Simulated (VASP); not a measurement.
# MgO (Fm-3m) in VASP: notebook, part 2 of 2

VASP 6.6.1. Earlier steps stand in the parts before.

## (4) Relaxation of cell and atoms, PBEsol, target pressure 5 GPa, at which the enthalpy is minimised

Contents of INCAR:

```
PREC = Accurate
ENCUT = 600
EDIFF = 1E-6
ISMEAR = 0
SIGMA = 0.01
LREAL = F
LASPH = T
NELM = 80
ALGO = Normal
ISIF = 3
LWAVE = F
LCHARG = F
GGA = PS
IBRION = 2
NSW = 80
EDIFFG = -0.001
PSTRESS = 50.0
```

Contents of KPOINTS:

```
regular mesh
0
Gamma
  10 10 10
```

Contents of POSCAR:

```
MgO
1.0
    0.0000000000      2.1070853429      2.1070853429
    2.1070853429      0.0000000000      2.1070853429
    2.1070853429      2.1070853429      0.0000000000
Mg O
1 1
Direct
    0.0000000000      0.0000000000      0.0000000000
    0.5000000000      0.5000000000      0.5000000000
```

Potentials or basis: VASP PAW PBE potentials, release 64 (Mg, O).

Started as:

```
cat potpaw_PBE.64/Mg/POTCAR potpaw_PBE.64/O/POTCAR > POTCAR
mpirun -np 1 vasp_std > vasp.out
```

OUTCAR:

```text
PREC = Accurate
   ENCUT = 600
   EDIFF = 1E-6
   ISMEAR = 0
   LREAL = F
   LASPH = T
   NELM = 80
   ISIF = 3
   GGA = PS
   IBRION = 2
   NSW = 80
   EDIFFG = -0.001
   PSTRESS = 50.0

 ion  position               nearest neighbor table
   1  0.000  0.000  0.000-   2 2.11   2 2.11   2 2.11   2 2.11   2 2.11   2 2.11
   2  0.500  0.500  0.500-   1 2.11   1 2.11   1 2.11   1 2.11   1 2.11   1 2.11

  LATTYP: Found a face centered cubic cell.
 ALAT       =     4.2141706858

  Lattice vectors:

 A1 = (   0.0000000000,   2.1070853429,   2.1070853429)
 A2 = (   2.1070853429,   0.0000000000,   2.1070853429)
 A3 = (   2.1070853429,   2.1070853429,   0.0000000000)

Analysis of symmetry for initial positions (statically):
[... 254 lines left out ...]
  ext. energy  EPLUGINS =         0.00000000
  ---------------------------------------------------
  free energy    TOTEN  =       -12.50746167 eV

  energy without entropy =      -12.50746167  energy(sigma->0) =      -12.50746167

 E-fermi :   3.3838     XC(G=0): -11.4672

 val. band max:        3.3118190545   @ k =   0.0000   0.0000   0.0000
 cond. band min:       8.2663468483   @ k =   0.0000   0.0000   0.0000
 fundamental gap:      4.9545277939
 Fermi energy:         3.3837922028

 k-point     1 :       0.0000    0.0000    0.0000
  band No.  band energies     occupation
      1     -14.0639      2.00000
      2       3.3118      2.00000
      3       3.3118      2.00000
      4       3.3118      2.00000
      5       8.2663      0.00000
      6      19.1253      0.00000
      7      19.1253      0.00000
      8      19.1253      0.00000
[... 243 lines left out ...]
 k-point    24 :       0.4000    0.3000    0.0000
  band No.  band energies     occupation
      1     -12.7220      2.00000
      2      -0.4228      2.00000
      3       1.9407      2.00000
      4       2.1728      2.00000
      5      13.0426      0.00000
      6      13.4758      0.00000
      7      17.1377      0.00000
      8      21.7824      0.00000

 [... further k-points ...]
[... 5 lines left out ...]
  --------------------------------------------------------------------------------------
  -------------------------------------------------------------------------------------
  Total        0.5647825      0.5647825      0.5647825     -0.0000000      0.0000000      0.0000000
  in kB       50.0264188     50.0264188     50.0264188     -0.0000000      0.0000000      0.0000000
  external PRESSURE =       0.0264188 kB  Pullay stress =      50.0000000 kB
[... 21 lines left out ...]
  energy  without entropy=      -12.5074616671  energy(sigma->0) =      -12.50746167

  enthalpy is  TOTEN    =       -11.9429773950 eV   P V=        0.5644842721

 reached required accuracy - stopping structural energy minimisation
```

OSZICAR:

```text
N       E                     dE             d eps       ncg     rms          rms(c)
DAV:   1     0.176843429008E+02    0.17684E+02   -0.51591E+03   840   0.100E+03
DAV:   2    -0.134058391125E+02   -0.31090E+02   -0.29738E+02   944   0.155E+02
DAV:   3    -0.138985324986E+02   -0.49269E+00   -0.49269E+00   904   0.214E+01
[... 19 lines left out ...]
DAV:   2    -0.125076161309E+02    0.11803E-01   -0.82355E-02   752   0.215E+00    0.792E-02
DAV:   3    -0.125075224556E+02    0.93675E-04   -0.59338E-04   816   0.315E-01    0.483E-02
DAV:   4    -0.125074632417E+02    0.59214E-04   -0.59594E-05   808   0.829E-02    0.104E-02
DAV:   5    -0.125074615512E+02    0.16905E-05   -0.64853E-06   792   0.203E-02    0.259E-03
DAV:   6    -0.125074616671E+02   -0.11583E-06   -0.76673E-08   432   0.264E-03
   3 F= -.11942977E+02 E0= -.11942977E+02  d E =-.114276E-01
```

Wall time 9.8 s (1 thread of AMD EPYC 9R45 (Zen 5), shared host); peak memory 0.12 GiB.

What came out:

| Quantity | Value |
| --- | --- |
| Free energy | -12.5075 eV |
| Relaxed volume | 9.04 Å³/atom |
| Relaxed cell | a = 2.946 Å, b = 2.946 Å, c = 2.946 Å, α = 60.00°, β = 60.00°, γ = 60.00° |
| Space group after relaxing (to 0.05 Å) | Fm-3m (No. 225) |
| Energy change on relaxing (the enthalpy is what falls) | +4.0 meV/atom |
| Ionic steps | 3 |
| Pressure after relaxing | 5.0 GPa |
| Band gap on the k mesh | 4.95 eV, direct |

The path:
```csv
step,energy change (eV),largest force (eV/Å),pressure (GPa),volume (Å³)
1,0.0000,0.0000,-0.73,18.71
2,0.0187,0.0000,7.80,17.82
3,0.0080,0.0000,5.00,18.09
```

Final structure:
```
Mg O
1.0
     0.00000    2.08347    2.08347
     2.08347    0.00000    2.08347
     2.08347    2.08347    0.00000
Mg O
1 1
Direct
  0.00000 0.00000 0.00000
  0.50000 0.50000 0.50000
```

Caveat: the cell is relaxed towards a set pressure, so the enthalpy falls and the energy may rise; the PAW data sets were made with another functional, which shifts forces and pressure a little.

## (5) Single point, PBEsol

This run uses another cell than the first one: it holds 4 atoms, not 2.

Contents of INCAR:

```
  ALGO = Normal
  EDIFF = 1E-6
  ENCUT = 520
  GGA = PS
  ISIF = 2
  ISMEAR = 0
  LASPH = True
  LCHARG = False
  LREAL = False
  LWAVE = False
  NBANDS = 16
  NELM = 100
  PREC = Accurate
  SIGMA = 0.05
```

Contents of KPOINTS:

```
k-points
0
Gamma
  8 8 6
```

Contents of POSCAR:

```
MgO
1.0
    0.0000000000     -2.1071057202     -2.1071057202
    0.0000000000      2.1071057202     -2.1071057202
    4.2142114403      0.0000000000      0.0000000000
Mg O
2 2
Direct
    0.5000000000      0.5000000000      0.5000000000
    0.0000000000      0.0000000000      0.0000000000
    0.5000000000      0.5000000000      0.0000000000
    0.0000000000      0.0000000000      0.5000000000
```

Started as:

```
cat potpaw_PBE.64/Mg/POTCAR potpaw_PBE.64/O/POTCAR > POTCAR
mpirun -np 1 vasp_std > vasp.out
```

Run time: 23 s. Hardware: 1 thread of Intel Xeon Platinum 8259CL at 2.50GHz (Skylake/Cascade Lake), shared host; peak memory 0.17 GiB.

Results (log left out):

```
Free energy            : -25.0249 eV
Pressure               : -0.5 GPa
Band gap on the k mesh : 4.62 eV
```

Levels at points of the mesh, in eV from the valence-band top:
| k point | band 6 | band 7 | band 8 | band 9 | band 10 | band 11 |
| --- | --- | --- | --- | --- | --- | --- |
| (0.00, 0.00, 0.00) | 0.00 | 0.00 | 0.00 | 4.62 | 8.92 | 9.86 |
| (0.50, 0.00, 0.00) | -2.03 | -0.66 | -0.66 | 9.35 | 9.35 | 11.62 |
| (0.50, 0.50, 0.00) | -1.36 | -1.36 | -1.36 | 8.92 | 8.92 | 9.86 |
| (0.00, 0.00, 0.50) | -0.75 | -0.75 | -0.75 | 7.97 | 7.97 | 10.96 |
| (0.50, 0.00, 0.50) | -0.66 | -0.66 | -0.66 | 7.73 | 7.73 | 12.49 |
| (0.50, 0.50, 0.50) | -3.00 | -1.79 | -1.79 | 11.49 | 11.49 | 11.49 |

Caveat: the PAW data sets were made with another functional, which shifts forces and pressure a little. As with any semilocal functional, this PBEsol gap is likely too small.

## (6) Overview

```csv
task,cell,k mesh,cutoff (eV),smearing,gap on the mesh (eV),pressure (GPa)
single point,"a = 2.980 Å, angles 60.0°, 2 atoms",10 × 10 × 10,520,gaussian 0.02 eV,4.62,-0.5
relaxation of cell and atoms,"relaxed to 22 GPa from a = 2.919 Å, angles 60.0°, 2 atoms",10 × 10 × 10,600,gaussian 0.01 eV,5.80,22.0
relaxation of cell and atoms,"relaxed to 5 GPa from a = 2.980 Å, angles 60.0°, 2 atoms",10 × 10 × 10,600,gaussian 0.01 eV,4.95,5.0
single point,"a = 2.980, b = 2.980, c = 4.214 Å, 4 atoms",8 × 8 × 6,520,gaussian 0.05 eV,4.62,-0.5
```

Alike in all rows: level PBEsol; potentials or basis VASP PAW PBE potentials, release 64 (Mg, O); no spin polarisation.

Caveats: the PAW data sets were made with another functional, which shifts forces and pressure a little; the cell is relaxed towards a set pressure, so the enthalpy falls and the energy may rise (some runs).

Absolute energies hang on the potentials; compare differences alone.
